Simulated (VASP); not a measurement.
# HfB (Fm-3m) in VASP: notebook

Runs on HfB. Level: PBEsol. Tasks: single point.

Everything below comes from runs of VASP 6.6.1. Logs are shortened: lines on timing, memory, paths and dates and some standing lists are left out, and cuts for length are marked.

### Step 1. The cell of the first run

It takes space group Fm-3m (No. 225, cubic). The conventional cell has a = 4.584 Å, b = 4.584 Å, c = 4.584 Å, α = 90.00°, β = 90.00°, γ = 90.00°. Hf (site symmetry m-3m) has 6 B at 2.29 Å within 3.0 Å. B (site symmetry m-3m) has 6 Hf at 2.29 Å within 3.0 Å.

### Step 2. Single point, PBEsol

Input file INCAR:

```
  ALGO = Normal
  EDIFF = 1E-6
  ENCUT = 500
  GGA = PS
  GGA_COMPAT = False
  ISIF = 2
  ISMEAR = 0
  LASPH = True
  LCHARG = True
  LELF = True
  LREAL = False
  LVHAR = True
  LWAVE = False
  NBANDS = 14
  NELM = 120
  PREC = Accurate
  SIGMA = 0.1
```

Input file KPOINTS:

```
k-points
0
Gamma
  16 16 16
```

Input file POSCAR:

```
HfB
1.0
    0.0000000000      2.2918920499      2.2918920499
    2.2918920499      0.0000000000      2.2918920499
    2.2918920499      2.2918920499      0.0000000000
Hf B
1 1
Direct
    0.5000000000      0.5000000000      0.5000000000
    0.0000000000      0.0000000000      0.0000000000
```

Potentials or basis: VASP PAW PBE potentials, release 64 (Hf_pv, B).

Run with:

```console
$ cat potpaw_PBE.64/Hf_pv/POTCAR potpaw_PBE.64/B/POTCAR > POTCAR
$ mpirun -np 1 vasp_std > vasp.out
```

OUTCAR:

```text
EDIFF = 1E-6
   ENCUT = 500
   GGA = PS
   ISIF = 2
   ISMEAR = 0
   LASPH = True
   LREAL = False
   NELM = 120
   PREC = Accurate

 ion  position               nearest neighbor table
   1  0.500  0.500  0.500-   2 2.29   2 2.29   2 2.29   2 2.29   2 2.29   2 2.29
   2  0.000  0.000  0.000-   1 2.29   1 2.29   1 2.29   1 2.29   1 2.29   1 2.29

  LATTYP: Found a face centered cubic cell.
 ALAT       =     4.5837840998

  Lattice vectors:

 A1 = (   0.0000000000,   2.2918920499,   2.2918920499)
 A2 = (   2.2918920499,   0.0000000000,   2.2918920499)
 A3 = (   2.2918920499,   2.2918920499,   0.0000000000)

Analysis of symmetry for initial positions (statically):
=====================================================================
 Subroutine PRICEL returns:
 Original cell was already a primitive cell.

 Routine SETGRP: Setting up the symmetry group for a
 face centered cubic supercell.

 Subroutine GETGRP returns: Found 48 space group operations
 (whereof 48 operations were pure point group operations)
 out of a pool of 48 trial point group operations.

The static configuration has the point symmetry O_h .

Analysis of symmetry for dynamics (positions and initial velocities):
=====================================================================
 Subroutine PRICEL returns:
 Original cell was already a primitive cell.

 Routine SETGRP: Setting up the symmetry group for a
 face centered cubic supercell.

 Subroutine GETGRP returns: Found 48 space group operations
 (whereof 48 operations were pure point group operations)
 out of a pool of 48 trial point group operations.

The dynamic configuration has the point symmetry O_h .

 Subroutine INISYM returns: Found 48 space group operations
 (whereof 48 operations are pure point group operations),
 and found     1 'primitive' translations

----------------------------------------------------------------------------------------

                                     Primitive cell

  volume of cell :      24.0776

  direct lattice vectors                    reciprocal lattice vectors
     0.000000000  2.291892050  2.291892050    -0.218160362  0.218160362  0.218160362
     2.291892050  0.000000000  2.291892050     0.218160362 -0.218160362  0.218160362
     2.291892050  2.291892050  0.000000000     0.218160362  0.218160362 -0.218160362

  length of vectors
     3.241224820  3.241224820  3.241224820     0.377864832  0.377864832  0.377864832

  position of ions in fractional coordinates (direct lattice)
     0.500000000  0.500000000  0.500000000
     0.000000000  0.000000000  0.000000000

  ion indices of the primitive-cell ions
   primitive index   ion index
                 1           1
                 2           2

----------------------------------------------------------------------------------------

 KPOINTS: k-points

Automatic generation of k-mesh.
 Grid dimensions read from file:
 generate k-points for:   16   16   16

 Generating k-lattice:

  Cartesian coordinates                     Fractional coordinates (reciprocal lattice)
    -0.013635023  0.013635023  0.013635023     0.062500000  0.000000000  0.000000000
     0.013635023 -0.013635023  0.013635023     0.000000000  0.062500000  0.000000000
     0.013635023  0.013635023 -0.013635023     0.000000000  0.000000000  0.062500000

  Length of vectors
     0.023616552  0.023616552  0.023616552

  Shift w.r.t. Gamma in fractional coordinates (k-lattice)
     0.000000000  0.000000000  0.000000000

 Subroutine IBZKPT returns following result:
 ===========================================

 Found    145 irreducible k-points:

 Following reciprocal coordinates:
            Coordinates               Weight
  0.000000  0.000000  0.000000      1.000000
  0.062500  0.000000  0.000000      8.000000
  0.125000  0.000000  0.000000      8.000000
  0.187500  0.000000  0.000000      8.000000
  0.250000  0.000000  0.000000      8.000000
  0.312500  0.000000  0.000000      8.000000
[... 16 lines left out ...]
 -0.125000  0.062500  0.000000     24.000000
 -0.062500  0.062500  0.000000     12.000000
 [... further k-points ...]
   k-points           NKPTS =    145   k-points in BZ     NKDIM =    145   number of bands    NBANDS=     14
   number of dos      NEDOS =    301   number of ions     NIONS =      2
   total plane-waves  NPLWV =  13824
   dimension x,y,z NGX =    24 NGY =   24 NGZ =   24
   dimension x,y,z NGXF=    48 NGYF=   48 NGZF=   48
   ions per type =               1   1
   NGX,Y,Z   is equivalent  to a cutoff of  12.31, 12.31, 12.31 a.u.
   NGXF,Y,Z  is equivalent  to a cutoff of  24.62, 24.62, 24.62 a.u.
 SYSTEM =  unknown system
   PREC   = accura    normal or accurate (medium, high low for compatibility)
   ISTART =      0    job   : 0-new  1-cont  2-samecut
   ICHARG =      2    charge: 1-file 2-atom 10-const
   ISPIN  =      1    spin polarized calculation?
   LNONCOLLINEAR =      F non collinear calculations
   LSORBIT =      F    spin-orbit coupling
   LASPH  =      T    aspherical Exc in radial PAW
   ENCUT  =  500.0 eV  36.75 Ry    6.06 a.u.   5.91  5.91  5.91*2*pi/ulx,y,z
   NELM   =    120;   NELMIN=  2; NELMDL= -5     # of ELM steps
   EDIFF  = 0.1E-05   stopping-criterion for ELM
   LREAL  =      F    real-space projection
   EDIFFG = 0.1E-04   stopping-criterion for IOM
   NSW    =      0    number of steps for IOM
   IBRION =     -1    ionic relax: 0-MD 1-quasi-New 2-CG
   NFREE  =      0    steps in history (QN), initial steepest desc. (CG)
   ISIF   =      2    stress and relaxation
   ISYM   =      2    0-nonsym 1-usesym 2-fastsym
   POTIM  = 0.5000    time-step for ionic-motion
   TEBEG  =    0.0;   TEEND  =   0.0 temperature during run
   PSTRESS=    0.0 pullay stress
   NELECT =      13.0000    total number of electrons
   NUPDOWN=      -1.0000    fix difference up-down
   EMIN   =  10.00;   EMAX   =-10.00  energy-range for DOS
   EFERMI =   0.00;   METHOD = LEGACY
   ISMEAR =     0;   SIGMA  =   0.10  broadening in eV -4-tet -1-fermi 0-gaus
   EFERMI_NEDOS =   21; number of points for ismear=-14 and -15
   IALGO  =     38    algorithm
   IMIX   =      4    mixing-type and parameters
     AMIX     =   0.40;   BMIX     =  1.00
     AMIX_MAG =   1.60;   BMIX_MAG =  1.00
  volume/ion in A,a.u.               =      12.04        81.24
  Fermi-wavevector in a.u.,A,eV,Ry     =   1.333066  2.519130 24.178452  1.777066
  Thomas-Fermi vector in A             =   2.461953
   LORBIT       =      0    0 simple, 1 ext, 2 COOP (PROOUT), +10 PAW based schemes
   GGA     = PS    functional components
   LHFCALC =     F    Hartree Fock is set to
   AEXX    =    0.0000 exact exchange contribution
   IVDW    =     0    specifies the selected vdW correction
   LEPSILON=     F    determine dielectric tensor
   LRPA    =     F    only Hartree local field effects (RPA)
 non-spin polarized calculation
 Gauss-broadening in eV      SIGMA  =   0.10
  energy-cutoff  :      500.00
  volume of cell :       24.08
 maximum number of plane-waves:       622
   NGX = 11   NGY = 11   NGZ = 11

 number of electron      13.0000002 magnetization

 Free energy of the ion-electron system (eV)
  ---------------------------------------------------
  ext. energy  EPLUGINS =         0.00000000
  ---------------------------------------------------
  free energy    TOTEN  =       -18.11089053 eV

  energy without entropy =      -18.10659127  energy(sigma->0) =      -18.10874090

 E-fermi :   5.1617     XC(G=0): -12.5159

 val. band max:        5.1313967394   @ k =  -0.4375   0.3125   0.0625
 cond. band min:       5.1651776954   @ k =   0.5000   0.2500   0.0000
 fundamental gap:      0.0337809560
 Fermi energy:         5.1617198173

 k-point     1 :       0.0000    0.0000    0.0000
  band No.  band energies     occupation
      1     -22.9767      2.00000
      2     -22.9767      2.00000
      3     -22.9767      2.00000
      4      -4.4872      2.00000
      5       7.3231      0.00000
      6       7.3231      0.00000
      7       7.3231      0.00000
      8       9.2193      0.00000
      9       9.2193      0.00000
     10       9.2193      0.00000
     11       9.4364      0.00000
     12       9.4364      0.00000
     13      16.8974      0.00000
     14      18.5605      0.00000

 k-point     2 :       0.0625    0.0000    0.0000
  band No.  band energies     occupation
      1     -23.0097      2.00000
      2     -22.9800      2.00000
      3     -22.9800      2.00000
      4      -4.3690      2.00000
      5       6.9116      0.00000
      6       7.2605      0.00000
      7       7.2605      0.00000
      8       8.3131      0.00000
      9       8.3131      0.00000
     10       9.4471      0.00000
     11      10.6400      0.00000
     12      10.6400      0.00000
     13      17.2006      0.00000
     14      18.6875      0.00000

 k-point     3 :       0.1250    0.0000    0.0000
  band No.  band energies     occupation
      1     -23.1026      2.00000
      2     -22.9893      2.00000
      3     -22.9893      2.00000
      4      -4.0250      2.00000
      5       6.0564      0.00000
      6       6.6747      0.00000
      7       6.6748      0.00000
      8       8.1470      0.00000
      9       8.1470      0.00000
     10       9.8094      0.00000
     11      12.0877      0.00000
     12      12.0877      0.00000
     13      18.0508      0.00000
     14      19.0110      0.00000

 k-point     4 :       0.1875    0.0000    0.0000
  band No.  band energies     occupation
      1     -23.2385      2.00000
      2     -23.0032      2.00000
      3     -23.0032      2.00000
      4      -3.4846      2.00000
      5       5.0967      1.64215
      6       5.8391      0.00000
      7       5.8391      0.00000
      8       8.5664      0.00000
      9       8.5664      0.00000
     10      10.1150      0.00000
     11      13.6315      0.00000
     12      13.6315      0.00000
     13      19.1035      0.00000
     14      19.4785      0.00000

 k-point     5 :       0.2500    0.0000    0.0000
  band No.  band energies     occupation
      1     -23.3942      2.00000
      2     -23.0195      2.00000
      3     -23.0195      2.00000
      4      -2.7927      2.00000
      5       4.1491      2.00000
      6       5.0968      1.64152
      7       5.0968      1.64152
      8       9.2178      0.00000
      9       9.2178      0.00000
     10      10.4174      0.00000
     11      15.2228      0.00000
[... 276 lines left out ...]
 k-point    22 :      -0.1875    0.0625    0.0000
  band No.  band energies     occupation
      1     -23.2949      2.00000
      2     -23.0415      2.00000
      3     -22.9976      2.00000
      4      -3.1770      2.00000
      5       4.7160      2.00000
      6       5.3906      0.00121
      7       5.5090      0.00000
      8       8.3662      0.00000
      9       9.3493      0.00000
     10      10.4846      0.00000
     11      13.3736      0.00000
     12      15.0432      0.00000
     13      19.2647      0.00000
     14      19.9976      0.00000

 k-point    23 :      -0.1250    0.0625    0.0000
  band No.  band energies     occupation
      1     -23.1563      2.00000
      2     -23.0206      2.00000
      3     -22.9854      2.00000
      4      -3.7672      2.00000
      5       5.6966      0.00000
      6       6.1200      0.00000
      7       6.2056      0.00000
      8       7.8345      0.00000
      9       8.9240      0.00000
     10      10.1851      0.00000
     11      11.9619      0.00000
     12      13.4675      0.00000
     13      18.6465      0.00000
     14      19.2312      0.00000

 k-point    24 :      -0.0625    0.0625    0.0000
  band No.  band energies     occupation
      1     -23.0551      2.00000
      2     -22.9990      2.00000
      3     -22.9792      2.00000
      4      -4.1759      2.00000
      5       6.5644      0.00000
      6       6.6872      0.00000
      7       7.1582      0.00000
      8       7.4959      0.00000
      9       8.7033      0.00000
     10       9.8256      0.00000
     11      10.8586      0.00000
     12      11.9797      0.00000
     13      17.6831      0.00000
     14      18.8875      0.00000

 [... further k-points ...]
[... 5 lines left out ...]
  --------------------------------------------------------------------------------------
  -------------------------------------------------------------------------------------
  Total        4.7036092      4.7036092      4.7036092      0.0000000      0.0000000     -0.0000000
  in kB      312.9891953    312.9891953    312.9891953      0.0000000      0.0000000     -0.0000000
  external PRESSURE =     312.9891953 kB  Pullay stress =       0.0000000 kB

 VOLUME and BASIS-vectors are now :
 -----------------------------------------------------------------------------
  energy-cutoff  :      500.00
  volume of cell :       24.08
      direct lattice vectors                 reciprocal lattice vectors
     0.000000000  2.291892050  2.291892050    -0.218160362  0.218160362  0.218160362
     2.291892050  0.000000000  2.291892050     0.218160362 -0.218160362  0.218160362
     2.291892050  2.291892050  0.000000000     0.218160362  0.218160362 -0.218160362

 POSITION                                       TOTAL-FORCE (eV/Angst)
 -----------------------------------------------------------------------------------
      2.29189      2.29189      2.29189         0.000000      0.000000      0.000000
      0.00000      0.00000      0.00000        -0.000000     -0.000000     -0.000000
 -----------------------------------------------------------------------------------
    total drift:                               -0.000000     -0.000000      0.000000

  FREE ENERGIE OF THE ION-ELECTRON SYSTEM (eV)
  ---------------------------------------------------
  free  energy   TOTEN  =       -18.1108905312 eV

  energy  without entropy=      -18.1065912720  energy(sigma->0) =      -18.10874090
```

Wall time 33 s (1 thread of AMD EPYC 7R13 (Zen 3), shared host); peak memory 0.15 GiB.

Results:

```yaml
Free_energy: -18.1109 eV
Pressure: 31.3 GPa
Band_gap_on_the_k_mesh: zero (an odd number of electrons rules out a gap without spin polarisation)
```

Caveat: the cell stands under pressure; the PAW data sets were made with another functional, which shifts forces and pressure a little; spin-orbit coupling is left out, which moves the levels of the heavy elements.

### Step 3. Single point, PBEsol

This run uses another cell than the first one, of 12.75 Å³/atom.

Input file INCAR:

```
SYSTEM = HfB
ALGO     = Normal         ! electronic algorithm
EDIFF    = 1E-6           ! SCF threshold, eV
ENCUT    = 500            ! plane-wave cutoff, eV
GGA      = PS             ! functional
GGA_COMPAT= .FALSE.      
ISIF     = 2              ! what is computed and relaxed
ISMEAR   = 0              ! smearing method
LASPH    = .TRUE.         ! aspherical terms in the spheres
LCHARG   = .TRUE.         ! write CHGCAR
LELF     = .TRUE.         ! ELF
LREAL    = .FALSE.        ! projectors in reciprocal space
LVHAR    = .TRUE.       
LWAVE    = .FALSE.        ! write WAVECAR
NBANDS   = 14             ! bands
NELM     = 120            ! most SCF steps
PREC     = Accurate       ! precision mode
SIGMA    = 0.1            ! smearing width, eV
```

Input file KPOINTS:

```
k-points
0
G
  16 16 16
  0 0 0
```

Input file POSCAR:

```
HfB
1.0
    0.0000000000      2.3363988628      2.3363988628
    2.3363988628      0.0000000000      2.3363988628
    2.3363988628      2.3363988628      0.0000000000
Hf B
1 1
Direct
    0.5000000000      0.5000000000      0.5000000000
    0.0000000000      0.0000000000      0.0000000000
```

Potentials or basis: VASP PAW PBE potentials, release 64 (Hf_pv, B).

Run with:

```console
$ cat potpaw_PBE.64/Hf_pv/POTCAR potpaw_PBE.64/B/POTCAR > POTCAR
$ mpirun -np 1 vasp_std > vasp.out
```

It took 32 s on 1 thread of AMD EPYC 7R13 (Zen 3), shared host; peak memory 0.15 GiB.

Results (log left out):

* Free energy: -18.3187 eV
* Pressure: 15.8 GPa
* Band gap on the k mesh: zero (an odd number of electrons rules out a gap without spin polarisation)

Levels at points of the mesh, in eV from the Fermi level:
| k point | band 4 | band 5 | band 6 | band 7 | band 8 | band 9 | band 10 | band 11 |
| --- | --- | --- | --- | --- | --- | --- | --- | --- |
| (0.00, 0.00, 0.00) | -9.46 | 2.11 | 2.11 | 2.11 | 3.89 | 3.89 | 3.89 | 4.06 |
| (0.50, 0.00, 0.00) | -4.94 | -4.12 | -1.32 | -1.32 | 6.27 | 6.27 | 7.27 | 8.26 |
| (0.50, 0.50, 0.00) | -6.61 | -1.06 | -1.00 | 2.28 | 2.28 | 6.01 | 7.58 | 7.58 |

Caveat: the cell stands under pressure; the PAW data sets were made with another functional, which shifts forces and pressure a little; spin-orbit coupling is left out, which moves the levels of the heavy elements.

### Step 4. Single point, PBEsol

This run uses another cell than the first one, of 13.16 Å³/atom.

Input file INCAR:

```
SYSTEM = HfB
PREC = Accurate
ENCUT = 500
EDIFF = 1E-6
ISMEAR = 0
SIGMA = 0.1
LREAL = .False.
LASPH = .True.
NELM = 120
ALGO = Normal
ISIF = 2
LWAVE = .False.
LCHARG = .False.
GGA = PS
NBANDS = 14
GGA_COMPAT = .False.
```

Input file KPOINTS:

```
regular mesh
0
Gamma
  16 16 16
  0 0 0
```

Input file POSCAR:

```
HfB
1.0
    0.0000000000      2.3610975365      2.3610975365
    2.3610975365      0.0000000000      2.3610975365
    2.3610975365      2.3610975365      0.0000000000
Hf B
1 1
Direct
    0.5000000000      0.5000000000      0.5000000000
    0.0000000000      0.0000000000      0.0000000000
```

Run with:

```console
$ cat potpaw_PBE.64/Hf_pv/POTCAR potpaw_PBE.64/B/POTCAR > POTCAR
$ mpirun -np 1 vasp_std > vasp.out
```

Run time: 30 s. Hardware: 1 thread of AMD EPYC 7R13 (Zen 3), shared host; peak memory 0.15 GiB.

It converged, with:

- Free energy: -18.3807 eV
- Pressure: 8.6 GPa
- Band gap on the k mesh: zero (an odd number of electrons rules out a gap without spin polarisation)

Levels at points of the mesh, in eV from the Fermi level:
| k point | band 4 | band 5 | band 6 | band 7 | band 8 | band 9 | band 10 | band 11 |
| --- | --- | --- | --- | --- | --- | --- | --- | --- |
| (0.00, 0.00, 0.00) | -9.35 | 2.08 | 2.08 | 2.08 | 3.81 | 3.81 | 3.81 | 3.95 |
| (0.50, 0.00, 0.00) | -4.84 | -4.23 | -1.26 | -1.26 | 6.07 | 6.07 | 7.01 | 8.09 |
| (0.50, 0.50, 0.00) | -6.52 | -1.08 | -0.98 | 2.18 | 2.18 | 5.81 | 7.32 | 7.32 |

Caveat: the cell stands under pressure; the PAW data sets were made with another functional, which shifts forces and pressure a little; spin-orbit coupling is left out, which moves the levels of the heavy elements.

### Step 5. The runs side by side

| cell | gap on the mesh (eV) | pressure (GPa) |
| --- | --- | --- |
| a = 3.241 Å, angles 60.0°, 2 atoms | none | 31.3 |
| a = 3.304 Å, angles 60.0°, 2 atoms | none | 15.8 |
| a = 3.339 Å, angles 60.0°, 2 atoms | none | 8.6 |

Alike in all rows: task single point; level PBEsol; potentials or basis VASP PAW PBE potentials, release 64 (Hf_pv, B); no spin polarisation; k mesh 16 × 16 × 16; cutoff (eV) 500; smearing gaussian 0.1 eV.

Caveats: the cell stands under pressure; the PAW data sets were made with another functional, which shifts forces and pressure a little; spin-orbit coupling is left out, which moves the levels of the heavy elements.

Absolute energies hang on the potentials; compare differences alone.

The gap in the log of VASP goes by the Fermi energy; the results here count the filled bands.